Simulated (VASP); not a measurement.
# RbDyH4 (Cmmm) in VASP: a series of runs

RbDyH4 is run at these levels: PBE; tasks: single point, relaxation of cell and atoms.

Program: VASP 6.6.1. These are calculated values, not measurements. Logs are shortened: lines on timing, memory, paths and dates and some standing lists are left out, and cuts for length are marked.

## 1. The cell of the first run

It takes space group Cmmm (No. 65, orthorhombic). The conventional cell has a = 5.410 Å, b = 8.682 Å, c = 4.162 Å, α = 90.00°, β = 90.00°, γ = 90.00°. Within 3.5 Å of Rb (site symmetry mmm) lie 8 H at 2.49 to 2.56 Å and 4 Dy at 3.41 Å. Dy (site symmetry mmm) has 14 H at 2.97 to 3.30 Å and 4 Rb at 3.41 Å within 3.9 Å. Within 3.3 Å of H (site symmetry m2m) lie 2 Rb at 2.49 Å and 7 H at 2.61 to 3.14 Å and 3 Dy at 2.97 to 3.03 Å. H (site symmetry 2/m) has 2 Rb at 2.56 Å and 6 H at 2.61 to 2.71 Å and 4 Dy at 3.30 Å within 3.4 Å.

The cell was generated, and may not be a known phase.

## 2. Single point, PBE

Input file INCAR:

```
PREC = Accurate
ENCUT = 500
EDIFF = 1E-6
ISMEAR = 0
SIGMA = 0.1
LREAL = F
LASPH = T
NELM = 200
ALGO = Normal
ISIF = 2
LWAVE = F
LCHARG = F
GGA = PE
NBANDS = 20
GGA_COMPAT = F
LMAXMIX = 6
```

Input file KPOINTS:

```
Automatic mesh
0
Gamma
  4 4 4
```

Input file POSCAR:

```
RbDyH4
1.0
    2.7051466300     -4.3408368500      0.0000000000
    2.7051466300      4.3408368500      0.0000000000
    0.0000000000      0.0000000000      4.1616612900
Rb Dy H
1 1 4
Direct
    0.5000000000      0.5000000000      0.5000000000
    0.0000000000      0.0000000000      0.0000000000
    0.3419282000      0.6580718000      0.0000000000
    0.6580718000      0.3419282000      0.0000000000
    0.5000000000      0.0000000000      0.5000000000
    0.0000000000      0.5000000000      0.5000000000
```

Potentials or basis: VASP PAW PBE potentials, release 64 (Rb_sv, Dy_3, H), 4f in core.

Command:

```console
cat potpaw_PBE.64/Rb_sv/POTCAR potpaw_PBE.64/Dy_3/POTCAR potpaw_PBE.64/H/POTCAR > POTCAR
mpirun -np 1 vasp_std > vasp.out
```

OUTCAR:

```text
PREC = Accurate
   ENCUT = 500
   EDIFF = 1E-6
   ISMEAR = 0
   LREAL = F
   LASPH = T
   NELM = 200
   ISIF = 2
   GGA = PE

 ion  position               nearest neighbor table
   1  0.500  0.500  0.500-   3 2.49   4 2.49   3 2.49   4 2.49   5 2.56   6 2.56   5 2.56   6 2.56
                             2 3.41   2 3.41   2 3.41   2 3.41
   2  0.000  0.000  0.000-   1 3.41   1 3.41   1 3.41   1 3.41
   3  0.342  0.658  0.000-   1 2.49   1 2.49
   4  0.658  0.342  0.000-   1 2.49   1 2.49
   5  0.500  0.000  0.500-   1 2.56   1 2.56
   6  0.000  0.500  0.500-   1 2.56   1 2.56

  LATTYP: Found a base centered orthorhombic cell.
 ALAT       =     5.4102932600
 B/A-ratio  =     1.6046586170
 C/A-ratio  =     0.7692117765

  Lattice vectors:

 A1 = (   2.7051466300,  -4.3408368500,   0.0000000000)
 A2 = (   2.7051466300,   4.3408368500,   0.0000000000)
 A3 = (   0.0000000000,   0.0000000000,   4.1616612900)

Analysis of symmetry for initial positions (statically):
=====================================================================
 Subroutine PRICEL returns:
 Original cell was already a primitive cell.

 Routine SETGRP: Setting up the symmetry group for a
 base centered orthorhombic supercell.

 Subroutine GETGRP returns: Found  8 space group operations
 (whereof  8 operations were pure point group operations)
 out of a pool of  8 trial point group operations.

The static configuration has the point symmetry D_2h.

Analysis of symmetry for dynamics (positions and initial velocities):
=====================================================================
 Subroutine PRICEL returns:
 Original cell was already a primitive cell.

 Routine SETGRP: Setting up the symmetry group for a
 base centered orthorhombic supercell.

 Subroutine GETGRP returns: Found  8 space group operations
 (whereof  8 operations were pure point group operations)
 out of a pool of  8 trial point group operations.

The dynamic configuration has the point symmetry D_2h.

 Subroutine INISYM returns: Found  8 space group operations
 (whereof  8 operations are pure point group operations),
 and found     1 'primitive' translations

----------------------------------------------------------------------------------------

                                     Primitive cell

  volume of cell :      97.7374

  direct lattice vectors                    reciprocal lattice vectors
     2.705146630 -4.340836850  0.000000000     0.184832864 -0.115185163  0.000000000
     2.705146630  4.340836850  0.000000000     0.184832864  0.115185163  0.000000000
     0.000000000  0.000000000  4.161661290     0.000000000  0.000000000  0.240288656

  length of vectors
     5.114751494  5.114751494  4.161661290     0.217786155  0.217786155  0.240288656

  position of ions in fractional coordinates (direct lattice)
     0.500000000  0.500000000  0.500000000
     0.000000000  0.000000000  0.000000000
     0.341928200  0.658071800  0.000000000
     0.658071800  0.341928200  0.000000000
     0.500000000  0.000000000  0.500000000
     0.000000000  0.500000000  0.500000000

  ion indices of the primitive-cell ions
   primitive index   ion index
                 1           1
                 2           2
                 3           3
                 4           4
                 5           5
                 6           6

----------------------------------------------------------------------------------------

 KPOINTS: Automatic mesh

Automatic generation of k-mesh.
 Grid dimensions read from file:
 generate k-points for:    4    4    4

 Generating k-lattice:

  Cartesian coordinates                     Fractional coordinates (reciprocal lattice)
     0.046208216 -0.028796291  0.000000000     0.250000000  0.000000000  0.000000000
     0.046208216  0.028796291  0.000000000     0.000000000  0.250000000  0.000000000
     0.000000000  0.000000000  0.060072164     0.000000000  0.000000000  0.250000000

  Length of vectors
     0.054446539  0.054446539  0.060072164

  Shift w.r.t. Gamma in fractional coordinates (k-lattice)
     0.000000000  0.000000000  0.000000000

 Subroutine IBZKPT returns following result:
 ===========================================

 Found     21 irreducible k-points:

 Following reciprocal coordinates:
            Coordinates               Weight
  0.000000  0.000000  0.000000      1.000000
  0.250000 -0.000000  0.000000      4.000000
  0.500000 -0.000000  0.000000      2.000000
  0.250000  0.250000  0.000000      2.000000
  0.500000  0.250000  0.000000      4.000000
 -0.250000  0.250000  0.000000      2.000000
[... 13 lines left out ...]
 -0.250000  0.250000  0.500000      2.000000
  0.500000  0.500000  0.500000      1.000000
   k-points           NKPTS =     21   k-points in BZ     NKDIM =     21   number of bands    NBANDS=     20
   number of dos      NEDOS =    301   number of ions     NIONS =      6
   total plane-waves  NPLWV =  48000
   dimension x,y,z NGX =    40 NGY =   40 NGZ =   30
   dimension x,y,z NGXF=    80 NGYF=   80 NGZF=   60
   ions per type =               1   1   4
   NGX,Y,Z   is equivalent  to a cutoff of  13.00, 13.00, 11.98 a.u.
   NGXF,Y,Z  is equivalent  to a cutoff of  26.00, 26.00, 23.97 a.u.
 SYSTEM =  unknown system
   PREC   = accura    normal or accurate (medium, high low for compatibility)
   ISTART =      0    job   : 0-new  1-cont  2-samecut
   ICHARG =      2    charge: 1-file 2-atom 10-const
   ISPIN  =      1    spin polarized calculation?
   LNONCOLLINEAR =      F non collinear calculations
   LSORBIT =      F    spin-orbit coupling
   LASPH  =      T    aspherical Exc in radial PAW
   ENCUT  =  500.0 eV  36.75 Ry    6.06 a.u.   9.33  9.33  7.59*2*pi/ulx,y,z
   NELM   =    200;   NELMIN=  2; NELMDL= -5     # of ELM steps
   EDIFF  = 0.1E-05   stopping-criterion for ELM
   LREAL  =      F    real-space projection
   EDIFFG = 0.1E-04   stopping-criterion for IOM
   NSW    =      0    number of steps for IOM
   IBRION =     -1    ionic relax: 0-MD 1-quasi-New 2-CG
   NFREE  =      0    steps in history (QN), initial steepest desc. (CG)
   ISIF   =      2    stress and relaxation
   ISYM   =      2    0-nonsym 1-usesym 2-fastsym
   POTIM  = 0.5000    time-step for ionic-motion
   TEBEG  =    0.0;   TEEND  =   0.0 temperature during run
   PSTRESS=    0.0 pullay stress
   NELECT =      22.0000    total number of electrons
   NUPDOWN=      -1.0000    fix difference up-down
   EMIN   =  10.00;   EMAX   =-10.00  energy-range for DOS
   EFERMI =   0.00;   METHOD = LEGACY
   ISMEAR =     0;   SIGMA  =   0.10  broadening in eV -4-tet -1-fermi 0-gaus
   EFERMI_NEDOS =   21; number of points for ismear=-14 and -15
   IALGO  =     38    algorithm
   IMIX   =      4    mixing-type and parameters
     AMIX     =   0.40;   BMIX     =  1.00
     AMIX_MAG =   1.60;   BMIX_MAG =  1.00
  volume/ion in A,a.u.               =      16.29       109.93
  Fermi-wavevector in a.u.,A,eV,Ry     =   0.995853  1.881890 13.493223  0.991724
  Thomas-Fermi vector in A             =   2.127902
   LORBIT       =      0    0 simple, 1 ext, 2 COOP (PROOUT), +10 PAW based schemes
   GGA     = PE    functional components
   LHFCALC =     F    Hartree Fock is set to
   AEXX    =    0.0000 exact exchange contribution
   IVDW    =     0    specifies the selected vdW correction
   LEPSILON=     F    determine dielectric tensor
   LRPA    =     F    only Hartree local field effects (RPA)
 non-spin polarized calculation
 Gauss-broadening in eV      SIGMA  =   0.10
  energy-cutoff  :      500.00
  volume of cell :       97.74
 maximum number of plane-waves:      2498
 NGX is ok and might be reduce to    40
   NGX = 19   NGY = 19   NGZ = 15

 number of electron      22.0000000 magnetization

 Free energy of the ion-electron system (eV)
  ---------------------------------------------------
  ext. energy  EPLUGINS =         0.00000000
  ---------------------------------------------------
  free energy    TOTEN  =       -14.12873295 eV

  energy without entropy =      -14.12652936  energy(sigma->0) =      -14.12763116

 E-fermi :   0.5981     XC(G=0):  -8.5960

 val. band max:        0.5556836332   @ k =   0.0000   0.0000   0.0000
 cond. band min:       0.6908035464   @ k =   0.0000   0.0000   0.0000
 fundamental gap:      0.1351199131
 Fermi energy:         0.5980843889

 k-point     1 :       0.0000    0.0000    0.0000
  band No.  band energies     occupation
      1     -25.3130      2.00000
      2     -24.8526      2.00000
      3     -24.6999      2.00000
      4     -24.5953      2.00000
      5      -9.8863      2.00000
      6      -9.4641      2.00000
[... 12 lines left out ...]
     19       6.7098      0.00000
     20       7.4302      0.00000

 k-point     2 :       0.2500   -0.0000    0.0000
  band No.  band energies     occupation
      1     -25.3531      2.00000
      2     -24.8074      2.00000
      3     -24.6994      2.00000
      4     -24.5967      2.00000
      5      -9.9874      2.00000
      6      -9.4788      2.00000
[... 12 lines left out ...]
     19       6.8997      0.00000
     20       7.1498      0.00000

 k-point     3 :       0.5000   -0.0000    0.0000
  band No.  band energies     occupation
      1     -25.3874      2.00000
      2     -24.7679      2.00000
      3     -24.6990      2.00000
      4     -24.5981      2.00000
      5     -10.0871      2.00000
      6      -9.5194      2.00000
[... 12 lines left out ...]
     19       6.2920      0.00000
     20       6.9783      0.00000

 k-point     4 :       0.2500    0.2500    0.0000
  band No.  band energies     occupation
      1     -25.3873      2.00000
      2     -24.7679      2.00000
      3     -24.6990      2.00000
      4     -24.5981      2.00000
      5     -10.0755      2.00000
      6      -9.5326      2.00000
[... 360 lines left out ...]
 k-point    20 :      -0.2500    0.2500    0.5000
  band No.  band energies     occupation
      1     -25.3280      2.00000
      2     -24.8460      2.00000
      3     -24.7096      2.00000
      4     -24.5933      2.00000
      5     -10.1134      2.00000
      6      -9.9671      2.00000
[... 12 lines left out ...]
     19       4.2805      0.00000
     20       8.2671      0.00000

 k-point    21 :       0.5000    0.5000    0.5000
  band No.  band energies     occupation
      1     -25.3245      2.00000
      2     -24.8469      2.00000
      3     -24.7105      2.00000
      4     -24.5963      2.00000
      5     -10.0927      2.00000
      6     -10.0015      2.00000
[... 12 lines left out ...]
     19       4.0073      0.00000
     20       7.0172      0.00000

------------------------ aborting loop because EDIFF is reached ----------------------------------------

  FORCE on cell =-STRESS in cart. coord.  units (eV):
  Direction    XX          YY          ZZ          XY          YZ          ZX
  --------------------------------------------------------------------------------------
  -------------------------------------------------------------------------------------
  Total       -0.8685229     -9.5500027      3.1672340      0.0000000      0.0000000      0.0000000
  in kB      -14.2374053   -156.5500019     51.9194080      0.0000000      0.0000000      0.0000000
  external PRESSURE =     -39.6226664 kB  Pullay stress =       0.0000000 kB

 VOLUME and BASIS-vectors are now :
 -----------------------------------------------------------------------------
  energy-cutoff  :      500.00
  volume of cell :       97.74
      direct lattice vectors                 reciprocal lattice vectors
     2.705146630 -4.340836850  0.000000000     0.184832864 -0.115185163  0.000000000
     2.705146630  4.340836850  0.000000000     0.184832864  0.115185163  0.000000000
     0.000000000  0.000000000  4.161661290     0.000000000  0.000000000  0.240288656

 POSITION                                       TOTAL-FORCE (eV/Angst)
 -----------------------------------------------------------------------------------
      2.70515      0.00000      2.08083        -0.000000      0.000000     -0.000000
      0.00000      0.00000      0.00000         0.000000      0.000000     -0.000000
      2.70515      1.37233      0.00000         0.000000      0.227119      0.000000
      2.70515     -1.37233      0.00000         0.000000     -0.227119     -0.000000
      1.35257     -2.17042      2.08083         0.000000      0.000000     -0.000000
      1.35257      2.17042      2.08083         0.000000      0.000000     -0.000000
 -----------------------------------------------------------------------------------
    total drift:                                0.000000     -0.000000     -0.000000

  FREE ENERGIE OF THE ION-ELECTRON SYSTEM (eV)
  ---------------------------------------------------
  free  energy   TOTEN  =       -14.1287329530 eV

  energy  without entropy=      -14.1265293596  energy(sigma->0) =      -14.12763116
```

Run time: 19 s. Hardware: 1 thread of Intel Xeon 6975P-C (Granite Rapids), shared host; peak memory 0.22 GiB.

Results:

```
Free energy            : -14.1287 eV
Pressure               : -4.0 GPa
Largest force          : 0.227 eV/Å
Band gap on the k mesh : zero (bands 11 and 12 overlap by 0.56 eV)
```

Forces in eV/Å, atoms in the order of the input:
```
Rb   0.000  0.000  0.000
Dy   0.000  0.000  0.000
H    0.000  0.227  0.000
H    0.000 -0.227  0.000
H    0.000  0.000  0.000
H    0.000  0.000  0.000
```

Caveat: the k points lie up to 0.38 Å⁻¹ apart, too coarse for converged energies and pressures of a metal; spin-orbit coupling is left out, which moves the levels of the heavy elements; the 4f electrons are frozen in the core, so they carry no moment and show no levels.

## 3. Single point, PBE

This run uses another cell than the first one, of 17.68 Å³/atom.

Input file INCAR:

```
SYSTEM = RbDyH4
PREC = Accurate
ENCUT = 500
EDIFF = 1E-6
ISMEAR = 0
SIGMA = 0.1
LREAL = .FALSE.
LASPH = .TRUE.
NELM = 200
ALGO = Normal
ISIF = 2
LWAVE = .FALSE.
LCHARG = .FALSE.
GGA = PE
NBANDS = 20
GGA_COMPAT = .FALSE.
LMAXMIX = 6
```

Input file KPOINTS:

```
Automatic mesh
0
G
  8 8 10
  0 0 0
```

Input file POSCAR:

```
RbDyH4
1.0
    3.6690555715     -3.5670435761      0.0000000000
    3.6690555715      3.5670435761      0.0000000000
    0.0000000000      0.0000000000      4.0530978096
Rb Dy H
1 1 4
Direct
    0.5000000000      0.5000000000      0.5000000000
    0.0000000000      0.0000000000      0.0000000000
    0.2840864490      0.7159135510      0.0000000000
    0.7159135510      0.2840864490      0.0000000000
    0.5000000000      0.0000000000      0.5000000000
    0.0000000000      0.5000000000      0.5000000000
```

Potentials or basis: VASP PAW PBE potentials, release 64 (Rb_sv, Dy_3, H), 4f in core.

Command:

```console
cat potpaw_PBE.64/Rb_sv/POTCAR potpaw_PBE.64/Dy_3/POTCAR potpaw_PBE.64/H/POTCAR > POTCAR
mpirun -np 1 vasp_std > vasp.out
```

Wall time 1.7 min (1 thread of Intel Xeon 6975P-C (Granite Rapids), shared host); peak memory 0.4 GiB.

It converged, with:

```
Free energy            : -16.3777 eV
Pressure               : 0.0 GPa
Largest force          : 0.035 eV/Å
Band gap on the k mesh : zero (bands 11 and 12 overlap by 0.18 eV)
```

Forces on the atoms (eV/Å):
```
Rb   0.000  0.000  0.000
Dy   0.000  0.000  0.000
H    0.000 -0.035  0.000
H    0.000  0.035  0.000
H    0.000  0.000  0.000
H    0.000  0.000  0.000
```

Stress tensor (GPa, compression positive):
```
-0.10  0.00  0.00
 0.00  0.19  0.00
 0.00  0.00 -0.09
```

Levels at points of the mesh, in eV from the Fermi level:
| k point | band 9 | band 10 | band 11 | band 12 | band 13 | band 14 |
| --- | --- | --- | --- | --- | --- | --- |
| (0.00, 0.00, 0.00) | -2.17 | -1.68 | -0.33 | 0.86 | 2.44 | 2.47 |
| (0.50, 0.00, 0.00) | -3.09 | -1.31 | -0.55 | 0.29 | 1.94 | 2.35 |
| (0.50, 0.50, 0.00) | -2.05 | -1.53 | -1.01 | 0.87 | 1.49 | 2.17 |
| (0.00, 0.00, 0.50) | -2.58 | -1.35 | -0.96 | 1.03 | 1.30 | 1.37 |
| (0.50, 0.00, 0.50) | -2.35 | -1.16 | -0.71 | 0.83 | 1.00 | 2.46 |
| (0.50, 0.50, 0.50) | -1.62 | -1.57 | -1.37 | 1.74 | 1.89 | 2.21 |

Caveat: spin-orbit coupling is left out, which moves the levels of the heavy elements; the 4f electrons are frozen in the core, so they carry no moment and show no levels. Spin polarisation is off, so any magnetic state and its effect on volume and gap are missing.

[end of part 1 of 3]

The gap in the log of VASP goes by the Fermi energy; the results here count the filled bands.